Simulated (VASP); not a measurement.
Input of a VASP 6.6.1 run:

File INCAR:

```
SYSTEM = KAg
  PREC = Accurate
  ENCUT = 600
  EDIFF = 1E-6
  ISMEAR = 0
  SIGMA = 0.1
  LREAL = .False.
  LASPH = .True.
  NELM = 80
  ALGO = Fast
  ISIF = 3
  LWAVE = .False.
  LCHARG = .False.
  GGA = PE
  IBRION = 2
  NSW = 90
  EDIFFG = -0.04
```

Contents of KPOINTS:

```
Automatic mesh
0
Gamma
  6 6 6
  0 0 0
```

Contents of POSCAR:

```
KAg
1.0
   -2.1490928865      2.8228753552      5.6482973125
    2.1490928865     -2.8228753552      5.6482973125
    2.1490928865      2.8228753552     -5.6482973125
K Ag
2 2
Direct
    0.8530327427      0.6030327427      0.2500000000
    0.1469672573      0.3969672573      0.7500000000
    0.5781770806      0.8281770806      0.7500000000
    0.4218229194      0.1718229194      0.2500000000
```

Potentials or basis: VASP PAW PBE potentials, release 64 (K_sv, Ag).

The run is started by

```bash
$ cat potpaw_PBE.64/K_sv/POTCAR potpaw_PBE.64/Ag/POTCAR > POTCAR
$ mpirun -np 1 vasp_std > vasp.out
```

(1) Estimate the relaxed volume.

(2) What does it give for the relaxed cell?

## Answers

(1) 34.62 Å³/atom.

(2) a = 6.705 Å, b = 6.705 Å, c = 6.705 Å, α = 142.42°, β = 130.28°, γ = 63.95°.
